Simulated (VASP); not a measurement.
Wanted: the native input for a VASP 6.6.1 run.

```
Task                   : single point
Functional             : PBE
Potentials or basis    : VASP PAW PBE potentials, release 64 (Zn, S)
Cutoff                 : 520 eV
k mesh                 : 8 × 8 × 8
Occupations            : fermi-dirac, width 0.02 eV
Spin                   : no spin polarisation
Dipole correction      : no
Further INCAR settings : ALGO = Normal; EDIFF = 1e-07; NBANDS = 16
```

The structure of ZnS lies in POSCAR:

```
ZnS
1.0
    0.0000000000      2.6940858334      2.6940858334
    2.6940858334      0.0000000000      2.6940858334
    2.6940858334      2.6940858334      0.0000000000
Zn S
1 1
Direct
    0.0000000000      0.0000000000      0.0000000000
    0.2500000000      0.2500000000      0.2500000000
```

One way to write it, as run:

INCAR

```
PREC     = Accurate       # precision mode
ENCUT    = 520            # plane-wave cutoff, eV
EDIFF    = 1E-7           # SCF threshold, eV
ISMEAR   = -1             # smearing method
SIGMA    = 0.02           # smearing width, eV
LREAL    = F              # projectors in reciprocal space
LASPH    = T              # aspherical terms in the spheres
NELM     = 80             # most SCF steps
ALGO     = Normal         # electronic algorithm
ISIF     = 2              # what is computed and relaxed
LWAVE    = F              # write WAVECAR
LCHARG   = T              # write CHGCAR
GGA      = PE             # functional
LELF     = T              # ELF
LVHAR    = T            
NBANDS   = 16             # bands
```

KPOINTS

```
regular mesh
0
Gamma
  8 8 8
```

Potentials or basis: VASP PAW PBE potentials, release 64 (Zn, S).

Run with:

```sh
$ cat potpaw_PBE.64/Zn/POTCAR potpaw_PBE.64/S/POTCAR > POTCAR
$ mpirun -np 1 vasp_std > vasp.out
```

Results of the run:

```json
{
 "Pressure": "2.5 GPa",
 "Band gap on the k mesh": "2.15 eV, direct"
}
```

It took 9 s on 1 thread of Intel(R) Xeon(R) 6975P-C (Granite Rapids), with other jobs on the host, peak memory 0.15 GiB.
